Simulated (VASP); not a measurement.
# Ag (Fm-3m) in VASP: a series of runs

Ag is run at these levels: PBE; tasks: single point.

All numbers are computed with VASP 6.6.1; they aren't measurements. Logs are shortened: lines on timing, memory, paths and dates and some standing lists are left out, and cuts for length are marked.

## Step 1: The cell of the first run

It takes space group Fm-3m (No. 225, cubic). Conventional cell: a = 4.023 Å, b = 4.023 Å, c = 4.023 Å, α = 90.00°, β = 90.00°, γ = 90.00°. Within 3.7 Å of Ag (site symmetry m-3m) lie 12 Ag at 2.84 Å.

## Step 2: Single point, PBE (equal strain along all axes, cell held: -3.0 %)

Contents of INCAR:

```
SYSTEM = Ag
PREC = Accurate ; ENCUT = 520
EDIFF = 1E-6 ; ISMEAR = 0
SIGMA = 0.1 ; LREAL = .FALSE.
LASPH = .TRUE. ; NELM = 80
ALGO = Fast ; ISIF = 2
LWAVE = .FALSE. ; LCHARG = .FALSE.
GGA = PE ; NBANDS = 18
```

Contents of KPOINTS:

```
Automatic mesh
0
G
  18 18 12
  0 0 0
```

Contents of POSCAR:

```
Ag
1.0
    2.0115366393      2.0115366393      0.0000000000
   -2.0115366393      2.0115366393      0.0000000000
    0.0000000000      0.0000000000      4.0230732786
Ag
2
Direct
    0.0000000000      0.0000000000      0.0000000000
    0.5000000000      0.5000000000      0.5000000000
```

Potentials or basis: VASP PAW PBE potentials, release 64 (Ag).

The run is started by

```bash
$ cat potpaw_PBE.64/Ag/POTCAR > POTCAR
$ mpirun -np 1 vasp_std > vasp.out
```

OUTCAR:

```text
SYSTEM = Ag
   PREC = Accurate
   ENCUT = 520
   EDIFF = 1E-6
   ISMEAR = 0
   LREAL = .FALSE.
   LASPH = .TRUE.
   NELM = 80
   ISIF = 2
   GGA = PE

 ion  position               nearest neighbor table
   1  0.000  0.000  0.000-   2 2.84   2 2.84   2 2.84   2 2.84   2 2.84   2 2.84   2 2.84   2 2.84

   2  0.500  0.500  0.500-   1 2.84   1 2.84   1 2.84   1 2.84   1 2.84   1 2.84   1 2.84   1 2.84

  LATTYP: Found a simple tetragonal cell.
 ALAT       =     2.8447423965
 C/A-ratio  =     1.4142135624

  Lattice vectors:

 A1 = (   2.0115366393,   2.0115366393,   0.0000000000)
 A2 = (  -2.0115366393,   2.0115366393,   0.0000000000)
 A3 = (   0.0000000000,   0.0000000000,   4.0230732786)

Analysis of symmetry for initial positions (statically):
=====================================================================
 Subroutine PRICEL returns following result:

  LATTYP: Found a face centered cubic cell.
 ALAT       =     4.0230732786

  Lattice vectors:

 A1 = (   0.0000000000,  -2.0115366393,  -2.0115366393)
 A2 = (   2.0115366393,   0.0000000000,  -2.0115366393)
 A3 = (   2.0115366393,  -2.0115366393,   0.0000000000)

   2 primitive cells build up your supercell.

 Routine SETGRP: Setting up the symmetry group for a
 simple tetragonal supercell.

 Subroutine GETGRP returns: Found 16 space group operations
 (whereof 16 operations were pure point group operations)
 out of a pool of 16 trial point group operations.

The static configuration has the point symmetry D_4h.

Analysis of symmetry for dynamics (positions and initial velocities):
=====================================================================
 Subroutine PRICEL returns following result:

  LATTYP: Found a face centered cubic cell.
 ALAT       =     4.0230732786

  Lattice vectors:

 A1 = (   0.0000000000,  -2.0115366393,  -2.0115366393)
 A2 = (   2.0115366393,   0.0000000000,  -2.0115366393)
 A3 = (   2.0115366393,  -2.0115366393,   0.0000000000)

   2 primitive cells build up your supercell.

 Routine SETGRP: Setting up the symmetry group for a
 simple tetragonal supercell.

 Subroutine GETGRP returns: Found 16 space group operations
 (whereof 16 operations were pure point group operations)
 out of a pool of 16 trial point group operations.

The dynamic configuration has the point symmetry D_4h.

 Subroutine INISYM returns: Found 16 space group operations
 (whereof 16 operations are pure point group operations),
 and found     2 'primitive' translations

----------------------------------------------------------------------------------------

                                     Primitive cell

  volume of cell :      16.2785

  direct lattice vectors                    reciprocal lattice vectors
     0.000000000 -2.011536639 -2.011536639    -0.248566191 -0.248566191 -0.248566191
     2.011536639  0.000000000 -2.011536639     0.248566191  0.248566191 -0.248566191
     2.011536639 -2.011536639  0.000000000     0.248566191 -0.248566191  0.248566191

  length of vectors
     2.844742397  2.844742397  2.844742397     0.430529271  0.430529271  0.430529271

  position of ions in fractional coordinates (direct lattice)
     0.000000000  0.000000000  0.000000000

  ion indices of the primitive-cell ions
   primitive index   ion index
                 1           1

----------------------------------------------------------------------------------------

 KPOINTS: Automatic mesh

Automatic generation of k-mesh.
 Grid dimensions read from file:
 generate k-points for:   18   18   12

 Generating k-lattice:

  Cartesian coordinates                     Fractional coordinates (reciprocal lattice)
     0.013809233  0.013809233  0.000000000     0.055555556  0.000000000  0.000000000
    -0.013809233  0.013809233  0.000000000     0.000000000  0.055555556  0.000000000
     0.000000000  0.000000000  0.020713849     0.000000000  0.000000000  0.083333333

  Length of vectors
     0.019529204  0.019529204  0.020713849

  Shift w.r.t. Gamma in fractional coordinates (k-lattice)
     0.000000000  0.000000000  0.000000000

 Subroutine IBZKPT returns following result:
 ===========================================

 Found    385 irreducible k-points:

 Following reciprocal coordinates:
            Coordinates               Weight
  0.000000  0.000000  0.000000      1.000000
  0.055556  0.000000  0.000000      4.000000
  0.111111  0.000000  0.000000      4.000000
  0.166667  0.000000  0.000000      4.000000
  0.222222  0.000000  0.000000      4.000000
  0.277778  0.000000  0.000000      4.000000
[... 16 lines left out ...]
  0.277778  0.111111  0.000000      8.000000
  0.333333  0.111111  0.000000      8.000000
 [... further k-points ...]
   k-points           NKPTS =    385   k-points in BZ     NKDIM =    385   number of bands    NBANDS=     18
   number of dos      NEDOS =    301   number of ions     NIONS =      2
   total plane-waves  NPLWV =  17280
   dimension x,y,z NGX =    24 NGY =   24 NGZ =   30
   dimension x,y,z NGXF=    48 NGYF=   48 NGZF=   60
   ions per type =               2
   NGX,Y,Z   is equivalent  to a cutoff of  14.03, 14.03, 12.40 a.u.
   NGXF,Y,Z  is equivalent  to a cutoff of  28.05, 28.05, 24.79 a.u.
 SYSTEM =  Ag
   PREC   = accura    normal or accurate (medium, high low for compatibility)
   ISTART =      0    job   : 0-new  1-cont  2-samecut
   ICHARG =      2    charge: 1-file 2-atom 10-const
   ISPIN  =      1    spin polarized calculation?
   LNONCOLLINEAR =      F non collinear calculations
   LSORBIT =      F    spin-orbit coupling
   LASPH  =      T    aspherical Exc in radial PAW
   ENCUT  =  520.0 eV  38.22 Ry    6.18 a.u.   5.29  5.29  7.48*2*pi/ulx,y,z
   NELM   =     80;   NELMIN=  2; NELMDL= -5     # of ELM steps
   EDIFF  = 0.1E-05   stopping-criterion for ELM
   LREAL  =      F    real-space projection
   EDIFFG = 0.1E-04   stopping-criterion for IOM
   NSW    =      0    number of steps for IOM
   IBRION =     -1    ionic relax: 0-MD 1-quasi-New 2-CG
   NFREE  =      0    steps in history (QN), initial steepest desc. (CG)
   ISIF   =      2    stress and relaxation
   ISYM   =      2    0-nonsym 1-usesym 2-fastsym
   POTIM  = 0.5000    time-step for ionic-motion
   TEBEG  =    0.0;   TEEND  =   0.0 temperature during run
   PSTRESS=    0.0 pullay stress
   NELECT =      22.0000    total number of electrons
   NUPDOWN=      -1.0000    fix difference up-down
   EMIN   =  10.00;   EMAX   =-10.00  energy-range for DOS
   EFERMI =   0.00;   METHOD = LEGACY
   ISMEAR =     0;   SIGMA  =   0.10  broadening in eV -4-tet -1-fermi 0-gaus
   EFERMI_NEDOS =   21; number of points for ismear=-14 and -15
   IALGO  =     68    algorithm
   IMIX   =      4    mixing-type and parameters
     AMIX     =   0.40;   BMIX     =  1.00
     AMIX_MAG =   1.60;   BMIX_MAG =  1.00
  volume/ion in A,a.u.               =      16.28       109.85
  Fermi-wavevector in a.u.,A,eV,Ry     =   1.436595  2.714772 28.079787  2.063806
  Thomas-Fermi vector in A             =   2.555766
   LORBIT       =      0    0 simple, 1 ext, 2 COOP (PROOUT), +10 PAW based schemes
   GGA     = PE    functional components
   LHFCALC =     F    Hartree Fock is set to
   AEXX    =    0.0000 exact exchange contribution
   IVDW    =     0    specifies the selected vdW correction
   LEPSILON=     F    determine dielectric tensor
   LRPA    =     F    only Hartree local field effects (RPA)
 non-spin polarized calculation
 RMM-DIIS sequential band-by-band and
 Gauss-broadening in eV      SIGMA  =   0.10
  energy-cutoff  :      520.00
  volume of cell :       32.56
 maximum number of plane-waves:       896
 NGX is ok and might be reduce to    24
   NGX = 11   NGY = 11   NGZ = 15

 number of electron      21.9999994 magnetization

 Free energy of the ion-electron system (eV)
  ---------------------------------------------------
  ext. energy  EPLUGINS =         0.00000000
  ---------------------------------------------------
  free energy    TOTEN  =        -5.34338133 eV

  energy without entropy =       -5.34062365  energy(sigma->0) =       -5.34200249

 E-fermi :   9.1256     XC(G=0): -12.4887

 val. band max:        9.1161598167   @ k =   0.4444   0.1111   0.5000
 cond. band min:       9.1361307041   @ k =   0.0000   0.0000   0.1667
 fundamental gap:      0.0199708874
 Fermi energy:         9.1255534850

 k-point     1 :       0.0000    0.0000    0.0000
  band No.  band energies     occupation
      1       0.9761      2.00000
      2       2.3328      2.00000
      3       2.4907      2.00000
      4       4.1106      2.00000
      5       4.1106      2.00000
      6       4.1114      2.00000
[... 10 lines left out ...]
     17      26.8414      0.00000
     18      26.9615      0.00000

 k-point     2 :       0.0556    0.0000    0.0000
  band No.  band energies     occupation
      1       1.0433      2.00000
      2       2.3686      2.00000
      3       2.5249      2.00000
      4       4.0906      2.00000
      5       4.1278      2.00000
      6       4.1363      2.00000
[... 10 lines left out ...]
     17      26.8491      0.00000
     18      27.5032      0.00000

 k-point     3 :       0.1111    0.0000    0.0000
  band No.  band energies     occupation
      1       1.2409      2.00000
      2       2.4598      2.00000
      3       2.6384      2.00000
      4       4.0344      2.00000
      5       4.1790      2.00000
      6       4.2058      2.00000
[... 10 lines left out ...]
     17      26.7623      0.00000
     18      27.3961      0.00000

 k-point     4 :       0.1667    0.0000    0.0000
  band No.  band energies     occupation
      1       1.5558      2.00000
      2       2.5796      2.00000
      3       2.8405      2.00000
      4       3.9516      2.00000
      5       4.2627      2.00000
      6       4.3005      2.00000
[... 10 lines left out ...]
     17      26.0632      0.00000
     18      26.6274      0.00000

 k-point     5 :       0.2222    0.0000    0.0000
  band No.  band energies     occupation
      1       1.9632      2.00000
      2       2.7222      2.00000
      3       3.1085      2.00000
      4       3.8564      2.00000
      5       4.3761      2.00000
      6       4.3819      2.00000
[... 10 lines left out ...]
     17      24.6986      0.00000
     18      26.4694      0.00000

 k-point     6 :       0.2778    0.0000    0.0000
  band No.  band energies     occupation
      1       2.4227      2.00000
      2       2.8861      2.00000
      3       3.4044      2.00000
      4       3.7653      2.00000
      5       4.4076      2.00000
      6       4.5159      2.00000
[... 10 lines left out ...]
     17      23.6602      0.00000
     18      26.3193      0.00000

 k-point     7 :       0.3333    0.0000    0.0000
  band No.  band energies     occupation
      1       2.8747      2.00000
      2       3.0646      2.00000
      3       3.6872      2.00000
      4       3.6947      2.00000
      5       4.3510      2.00000
      6       4.3699      2.00000
[... 10 lines left out ...]
     17      23.7373      0.00000
     18      26.2141      0.00000

 k-point     8 :       0.3889    0.0000    0.0000
  band No.  band energies     occupation
      1       3.2450      2.00000
      2       3.2461      2.00000
      3       3.6595      2.00000
      4       3.9185      2.00000
      5       4.0807      2.00000
      6       4.2939      2.00000
[... 10 lines left out ...]
     17      24.8979      0.00000
     18      26.1936      0.00000
[... 229 lines left out ...]
     17      25.4097      0.00000
     18      25.4097      0.00000

 k-point    20 :       0.1111    0.1111    0.0000
  band No.  band energies     occupation
      1       1.4985      2.00000
      2       2.6094      2.00000
      3       2.7555      2.00000
      4       3.8972      2.00000
      5       4.3105      2.00000
      6       4.3114      2.00000
[... 10 lines left out ...]
     17      27.5286      0.00000
     18      27.9148      0.00000

 k-point    21 :       0.1667    0.1111    0.0000
  band No.  band energies     occupation
      1       1.8008      2.00000
      2       2.7402      2.00000
      3       2.9346      2.00000
      4       3.7911      2.00000
      5       4.4168      2.00000
      6       4.4195      2.00000
[... 10 lines left out ...]
     17      26.3233      0.00000
     18      27.4061      0.00000

 k-point    22 :       0.2222    0.1111    0.0000
  band No.  band energies     occupation
      1       2.1834      2.00000
      2       2.8810      2.00000
      3       3.1823      2.00000
      4       3.6813      2.00000
      5       4.4730      2.00000
      6       4.5495      2.00000
[... 10 lines left out ...]
     17      24.9324      0.00000
     18      27.3815      0.00000

 k-point    23 :       0.2778    0.1111    0.0000
  band No.  band energies     occupation
      1       2.5995      2.00000
      2       3.0398      2.00000
      3       3.4435      2.00000
      4       3.5802      2.00000
      5       4.3742      2.00000
      6       4.4117      2.00000
[... 10 lines left out ...]
     17      23.8392      0.00000
     18      27.8133      0.00000

 k-point    24 :       0.3333    0.1111    0.0000
  band No.  band energies     occupation
      1       2.9912      2.00000
      2       3.2153      2.00000
      3       3.5017      2.00000
      4       3.6596      2.00000
      5       4.0726      2.00000
      6       4.2844      2.00000
[... 10 lines left out ...]
     17      22.6308      0.00000
     18      26.8128      0.00000

 [... further k-points ...]

------------------------ aborting loop because EDIFF is reached ----------------------------------------

  FORCE on cell =-STRESS in cart. coord.  units (eV):
  Direction    XX          YY          ZZ          XY          YZ          ZX
  --------------------------------------------------------------------------------------
  -------------------------------------------------------------------------------------
  Total        2.2085953      2.2085953      2.1560281      0.0000000      0.0000000      0.0000000
  in kB      108.6883233    108.6883233    106.1014111      0.0000000      0.0000000      0.0000000
  external PRESSURE =     107.8260192 kB  Pullay stress =       0.0000000 kB

 VOLUME and BASIS-vectors are now :
 -----------------------------------------------------------------------------
  energy-cutoff  :      520.00
  volume of cell :       32.56
      direct lattice vectors                 reciprocal lattice vectors
     2.011536639  2.011536639  0.000000000     0.248566191  0.248566191  0.000000000
    -2.011536639  2.011536639  0.000000000    -0.248566191  0.248566191  0.000000000
     0.000000000  0.000000000  4.023073279     0.000000000  0.000000000  0.248566191

 POSITION                                       TOTAL-FORCE (eV/Angst)
 -----------------------------------------------------------------------------------
      0.00000      0.00000      0.00000         0.000000      0.000000      0.000000
      0.00000      2.01154      2.01154        -0.000000     -0.000000     -0.000000
 -----------------------------------------------------------------------------------
    total drift:                               -0.000000      0.000000     -0.000000

  FREE ENERGIE OF THE ION-ELECTRON SYSTEM (eV)
  ---------------------------------------------------
  free  energy   TOTEN  =        -5.3433813281 eV

  energy  without entropy=       -5.3406236505  energy(sigma->0) =       -5.34200249
```

It took 2.4 min on 1 thread of Intel Xeon Platinum 8375C at 2.90GHz (Ice Lake), shared host; peak memory 0.29 GiB.

What came out:

```yaml
Free_energy: -5.3434 eV
Pressure: 10.8 GPa
Band_gap_on_the_k_mesh: zero (bands 11 and 12 overlap by 9.60 eV)
```

Levels at points of the mesh, in eV from the Fermi level:
```csv
k point,band 9,band 10,band 11,band 12,band 13,band 14
"(0.00, 0.00, 0.00)",-3.06,-2.80,-2.80,1.53,7.08,10.87
"(0.50, 0.00, 0.00)",-3.89,-3.89,-0.54,-0.54,9.59,9.59
"(0.50, 0.50, 0.00)",-2.80,-2.80,1.53,1.53,7.08,7.08
"(0.00, 0.00, 0.50)",-3.97,-3.97,-3.49,-3.49,15.05,15.05
"(0.50, 0.00, 0.50)",-3.03,-3.03,-0.56,-0.56,3.84,3.84
"(0.50, 0.50, 0.50)",-2.80,-2.80,6.11,6.11,6.11,6.11
```

Caveat: the cell differs from its parent crystal (equal strain along all axes, cell held: -3.0 %); the cell stands under pressure.

[end of part 1 of 2]

The gap in the log of VASP goes by the Fermi energy; the results here count the filled bands.